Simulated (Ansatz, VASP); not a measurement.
**Two plane-wave programs on GaB2**

```
Ga B
1.0
     0.00000    2.55254    2.55254
     2.55254    0.00000    2.55254
     2.55254    2.55254    0.00000
Ga B
1 2
Cartesian
  0.0000 0.0000 0.0000
  1.2763 1.2763 1.2763
  3.8288 3.8288 3.8288
```

Alike in both runs: functional PBE; k mesh 16 × 16 × 16; occupations gaussian, width 0.1 eV; no spin polarisation.

Ansatz relaxed the structure, and its values are those at the end. VASP's run is a single point on that final structure, the one shown.

```csv
,VASP,Ansatz
version,VASP 6.6.1,Ansatz 0.2.0
potentials or method,"VASP PAW PBE potentials, release 64 (Ga_d, B), cutoff 500 eV","scalar-relativistic, plane waves, PAW"
valence electrons in the cell,19,19
```

|  | VASP | Ansatz | Ansatz less VASP |
| --- | --- | --- | --- |
| gap on the k mesh at the Fermi level (eV) | none | none | - |
| pressure (GPa) | 0.1 | 0.0 | -0.08 |

A gap of «none» marks a metal or a gap that the smearing closes. With one functional, cell and mesh, what is left measures potentials, basis and numerics.
